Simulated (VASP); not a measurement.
Be4CuSi:

```
Be Si Cu
1.0
     0.00000    3.05927    3.05927
     3.05927    0.00000    3.05927
     3.05927    3.05927    0.00000
Be Si Cu
4 1 1
Cartesian
  2.2943 2.2943 2.2943
  2.2943 3.8242 3.8242
  3.8242 3.8242 2.2943
  3.8242 2.2943 3.8242
  0.0000 0.0000 0.0000
  4.5889 4.5889 4.5889
```

Base run:

```yaml
Program: VASP 6.6.1
Functional: PBEsol
Potentials_or_basis: VASP PAW PBE potentials, release 64 (Be, Si, Cu)
Cutoff: 520 eV
k_mesh: 6 × 6 × 6
Occupations: fermi-dirac, width 0.05 eV
Spin: no spin polarisation
```

Its results: pressure -3.8 GPa; largest force 0.062 eV/Å.

Question: The run is repeated on the same cell with these changes: k mesh from 6 × 6 × 6 to 3 × 3 × 3; further incar settings from ALGO = Normal; EDIFF = 1e-07; NBANDS = 20 to ALGO = Normal; EDIFF = 1e-06; NBANDS = 20. What comes out?

Answer: Pressure -1.1 GPa; largest force 0.055 eV/Å.

Caveats: some runs use coarse meshes; the PAW data sets were made with another functional, which shifts forces and pressure a little.
